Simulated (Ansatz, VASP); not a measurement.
## SiC: VASP beside Ansatz

```
CELL_PARAMETERS angstrom
1.58628 0.00000 0.00000
-0.79314 1.37376 0.00000
0.00000 0.00000 12.85355
ATOMIC_POSITIONS crystal
Si 0.66667 0.33333 0.00000
C 0.33333 0.66667 0.00000
```

Alike in both runs: task relaxation of cell and atoms; functional PBE; k mesh 12 × 12 × 2; occupations gaussian, width 0.1 eV; no spin polarisation.

```csv
,VASP,Ansatz
version,VASP 6.6.1,Ansatz 0.2.0
potentials or method,"VASP PAW PBE potentials, release 64 (Si, C_h), cutoff 910 eV","scalar-relativistic, plane waves, PAW"
valence electrons in the cell,8,8
```

VASP gave:

* gap on the k mesh at the Fermi level, each at its own relaxed structure (eV): 2.46
* relaxed volume (Å³/atom): 19.17
* relaxed length of the cell vector where the two differ most in proportion (Å): 4.917

Question: Estimate Ansatz's values.

Answer: gap on the k mesh at the Fermi level, each at its own relaxed structure (eV): 2.39; relaxed volume (Å³/atom): 23.58; relaxed length of the cell vector where the two differ most in proportion (Å): 5.684.

One of these differences is far larger than is usual between the two programs; its cause wasn't traced.

Noted on VASP's run: the cutoff is under 1.25 times that of the potentials, so the pressure is a little rough; the volume moved by over 15 % at a fixed basis, so the end points are rough.
